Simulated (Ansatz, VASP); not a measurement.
**Two plane-wave programs on Ir**

Contents of POSCAR:

```
Ir
1.0
    2.5312676630      0.0000000000      0.0000000000
   -1.2656338315      2.1921420999      0.0000000000
    0.0000000000      0.0000000000      4.1053068000
Ir
2
Direct
    0.6666666667      0.3333333333      0.7500000000
    0.3333333333      0.6666666667      0.2500000000
```

INCAR.step1

```
SYSTEM = Ir
PREC     = Accurate       ! precision mode
ENCUT    = 550            ! plane-wave cutoff, eV
ISMEAR   = 0              ! smearing method
SIGMA    = 0.15           ! smearing width, eV
LREAL    = .False.        ! projectors in reciprocal space
LASPH    = .True.         ! aspherical terms in the spheres
NELM     = 120            ! most SCF steps
NBANDS   = 24             ! bands
GGA      = PE             ! functional
ALGO     = Normal         ! electronic algorithm
EDIFF    = 1E-5           ! SCF threshold, eV
LWAVE    = .True.         ! write WAVECAR
LCHARG   = .False.        ! write CHGCAR
GGA_COMPAT= .False.
```

Contents of INCAR.step2:

```
SYSTEM = Ir
PREC     = Accurate       ! precision mode
ENCUT    = 550            ! plane-wave cutoff, eV
EDIFF    = 1E-6           ! SCF threshold, eV
ISMEAR   = 0              ! smearing method
SIGMA    = 0.15           ! smearing width, eV
LREAL    = .False.        ! projectors in reciprocal space
LASPH    = .True.         ! aspherical terms in the spheres
NELM     = 120            ! most SCF steps
ALGO     = Normal         ! electronic algorithm
ISIF     = 2              ! what is computed and relaxed
LWAVE    = .False.        ! write WAVECAR
LCHARG   = .False.        ! write CHGCAR
METAGGA  = R2SCAN         ! meta-GGA
LMIXTAU  = .True.       
NBANDS   = 24             ! bands
ISTART   = 1            
GGA_COMPAT= .False.
```

Contents of KPOINTS:

```
regular mesh
0
Gamma
  18 18 12
  0 0 0
```

Input for Ansatz:

```yaml
crystal:
  lattice:
    - [2.531267663, 0.0, 0.0]
    - [-1.2656338315, 2.1921420999, 0.0]
    - [0.0, 0.0, 4.1053068]
  atoms:
    - { symbol: Ir, position: [0.6666666667, 0.3333333333, 0.75] }
    - { symbol: Ir, position: [0.3333333333, 0.6666666667, 0.25] }
basis:
  ecutwfc: 500
kpoints:
  mp_grid: { grid: [18, 18, 12] }
hamiltonian:
  xc: r2scan
scf:
  occupations: { method: gaussian, width: 0.15 }
output:
  forces: true
  stress: true
  eigenvalues: true
```

Change from the starting cell: strain -0.080 along x and y, -0.080 along z, atoms carried along.

Alike in both runs: task single point; functional r2SCAN; k mesh 18 × 18 × 12; occupations gaussian, width 0.15 eV; no spin polarisation.

|  | VASP | Ansatz |
| --- | --- | --- |
| version | VASP 6.6.1 | Ansatz 0.2.0 |
| potentials or method | VASP PAW PBE potentials, release 64 (Ir_sv_GW), cutoff 550 eV | scalar-relativistic, plane waves, PAW |
| valence electrons in the cell | 34 | 34 |

```csv
,VASP,Ansatz,Ansatz less VASP
gap on the k mesh at the Fermi level (eV),none,none,-
pressure (GPa),144.3,146.8,+2.50
"traceless stress, the component that is largest in VASP (GPa)",2.03,2.06,+0.034
```

VASP's potentials were made for PBE, not for r2SCAN. A gap of «none» marks a metal or a gap that the smearing closes. Both programs put the cell under a high pressure, so it lies far from rest at this level. The functional is the same, so the differences come from potentials, cutoffs and numerics.

Neither program's run includes spin-orbit coupling. Noted on VASP's run: the cell as given lies far from equilibrium.
